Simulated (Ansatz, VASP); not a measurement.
Two plane-wave programs on C

```
C
1.0
    -2.46466    0.00000    0.00000
     0.00000    0.00000   -3.57197
     0.00000   -4.26892    0.00000
C
4
Direct
  0.50000 0.00000 0.16386
  0.00000 0.00000 0.66386
  0.00000 0.00000 0.33614
  0.50000 0.00000 0.83614
```

Change from the starting cell: mode 8 frozen in at +0.000 Å and mode 12 at +0.012 Å (largest displacements).

Alike in both runs: task single point; functional PBE; dispersion D3(BJ); k mesh 18 × 12 × 10; occupations gaussian, width 0.15 eV; no spin polarisation.

|  | VASP | Ansatz |
| --- | --- | --- |
| version | VASP 6.6.1 | Ansatz 0.2.0 |
| potentials or method | VASP PAW PBE potentials, release 64 (C), cutoff 520 eV | scalar-relativistic, plane waves, PAW |
| valence electrons in the cell | 16 | 16 |

|  | VASP | Ansatz | Ansatz less VASP |
| --- | --- | --- | --- |
| gap on the k mesh at the Fermi level (eV) | none | none | - |
| pressure (GPa) | 0.7 | 0.3 | -0.41 |
| traceless stress, the component that is largest in VASP (GPa) | 2.91 | 2.62 | -0.285 |
| rms of the force components (eV/Å) | 0.774 | 0.773 | -0.0009 |

Atom by atom the forces differ by 0.001 eV/Å (rms over components). A gap of «none» marks a metal or a gap that the smearing closes.
